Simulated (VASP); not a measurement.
AlRu, 2 atoms in the cell. The structure is cubic, space group Pm-3m (No. 221). Conventional cell: a = 3.006 Å, b = 3.006 Å, c = 3.006 Å, α = 90.00°, β = 90.00°, γ = 90.00°. Al (site symmetry m-3m) has 8 Ru at 2.60 Å and 6 Al at 3.01 Å within 3.4 Å. Within 3.4 Å of Ru (site symmetry m-3m) lie 8 Al at 2.60 Å and 6 Ru at 3.01 Å. 

| Quantity | Value |
| --- | --- |
| Program | VASP 6.6.1 |
| Task | relaxation of cell and atoms |
| Functional | PBE |
| Potentials or basis | VASP PAW PBE potentials, release 64 (Al, Ru_pv) |
| Cutoff | 600 eV |
| k mesh | 14 × 14 × 14 |
| Occupations | fermi-dirac, width 0.15 eV |
| Spin | no spin polarisation |
| Target pressure | 3 GPa |
| Dipole correction | no |
| Further INCAR settings | ALGO = Fast; EDIFF = 1e-06; IBRION = 2; EDIFFG = -0.001; NSW = 80; ISIF = 3 |

Potentials or basis: VASP PAW PBE potentials, release 64 (Al, Ru_pv).

The run is started by

```sh
$ cat potpaw_PBE.64/Al/POTCAR potpaw_PBE.64/Ru_pv/POTCAR > POTCAR
$ mpirun -np 1 vasp_std > vasp.out
```

Hardware: 1 thread of Intel(R) Xeon(R) 6975P-C (Granite Rapids) (shared host).

**Question.** Estimate the wall time of this run.

**Answer.** Run time: 24 s on 1 thread of Intel(R) Xeon(R) 6975P-C (Granite Rapids) (shared host), peak memory 0.18 GiB. Counts: scf iterations 31, k points 120, ion steps 3.
